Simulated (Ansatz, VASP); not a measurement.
# One calculation of Zr, two programs

```
Zr
1.0
     3.23923   -0.06478   -0.06478
    -1.67572    2.83765   -0.02371
    -0.10344   -0.10344    5.17222
Zr
2
Cartesian
  -0.0633 1.8443 1.2557
  1.5233 0.8251 3.8281
```

Change from the starting cell: equal xy, yz and zx shear strains of -4 %, crystal datasets.

Alike in both runs: task electric field gradients; functional PBE; k mesh 12 × 12 × 7; occupations fermi-dirac, width 0.05 eV; no spin polarisation.

|  | VASP | Ansatz |
| --- | --- | --- |
| version | VASP 6.6.1 | Ansatz 0.2.0 |
| potentials or method | VASP PAW PBE potentials, release 64 (Zr_sv), cutoff 520 eV | all-electron PAW with datasets made for the crystal, scalar-relativistic |

```csv
,VASP,Ansatz,Ansatz less VASP
pressure (GPa),-0.3,-0.3,+0.01
"traceless stress, the component that is largest in VASP (GPa)",1.94,1.94,-0.003
rms of the force components (eV/Å),0.051,0.050,-0.0001
size of Vzz on the site where it differs most (V/Å²),42.5,42.5,-0.02
```

Atom by atom the forces differ by 0.000 eV/Å (rms over components). Ansatz ran all-electron here, and VASP with PAW potentials.
